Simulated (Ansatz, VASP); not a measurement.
One calculation of Rh, two programs

File INCAR:

```
  ALGO = Normal
  EDIFF = 1E-7
  ENCUT = 520
  GGA = CA
  ISIF = 2
  ISMEAR = -1
  LASPH = T
  LCHARG = F
  LREAL = F
  LWAVE = F
  NBANDS = 22
  NELM = 80
  PREC = Accurate
  SIGMA = 0.05
```

Contents of KPOINTS:

```
k-points
0
Gamma
  11 11 6
```

Contents of POSCAR:

```
Rh
1.0
    2.7309790422      0.0000000000      0.0000000000
   -1.3654895211      2.3650972278      0.0000000000
    0.0000000000      0.0000000000      4.4284890000
Rh
2
Direct
    0.3333333333      0.6666666667      0.2500000000
    0.6666666667      0.3333333333      0.7500000000
```

input.yaml

```yaml
crystal:
  lattice:
    - [2.7309790422, 0.0, 0.0]
    - [-1.3654895211, 2.3650972278, 0.0]
    - [0.0, 0.0, 4.428489]
  atoms:
    - { symbol: Rh, position: [0.3333333333, 0.6666666667, 0.25] }
    - { symbol: Rh, position: [0.6666666667, 0.3333333333, 0.75] }
kpoints:
  mp_grid: { grid: [11, 11, 6] }
  band_path:
    path:
      - [0.0, 0.0, 0.0]
      - [0.5, 0.0, 0.0]
      - [0.3333333333, 0.3333333333, 0.0]
      - [0.0, 0.0, 0.0]
      - [0.0, 0.0, 0.5]
      - [0.5, 0.0, 0.5]
      - [0.3333333333, 0.3333333333, 0.5]
      - [0.0, 0.0, 0.5]
    npoints: 6
scf:
  occupations: { method: fermi_dirac, width: 0.05 }
hamiltonian:
  xc: lda
  pseudopotentials: { kind: all_electron, lapw: { basis_error: 0.001 } }
output:
  forces: true
  stress: true
  eigenvalues: true
```

Alike in both runs: functional LDA; k mesh 11 × 11 × 6; occupations fermi-dirac, width 0.05 eV; no spin polarisation.

```csv
,VASP,Ansatz
version,VASP 6.6.1,Ansatz 0.2.0
potentials or method,"VASP PAW LDA potentials, release 64 (Rh_pv), cutoff 520 eV","all-electron LAPW, scalar-relativistic"
task,single point,band structure
```

|  | VASP | Ansatz | Ansatz less VASP |
| --- | --- | --- | --- |
| gap on the k mesh at the Fermi level (eV) | none | none | - |
| pressure (GPa) | -18.7 | -19.4 | -0.69 |
| traceless stress, the component that is largest in VASP (GPa) | -0.96 | -0.99 | -0.027 |

LDA's correlation is that of Perdew and Zunger in VASP and of Perdew and Wang (1992) in Ansatz. A gap of «none» marks a metal or a gap that the smearing closes. Ansatz ran all-electron here, and VASP with PAW potentials.
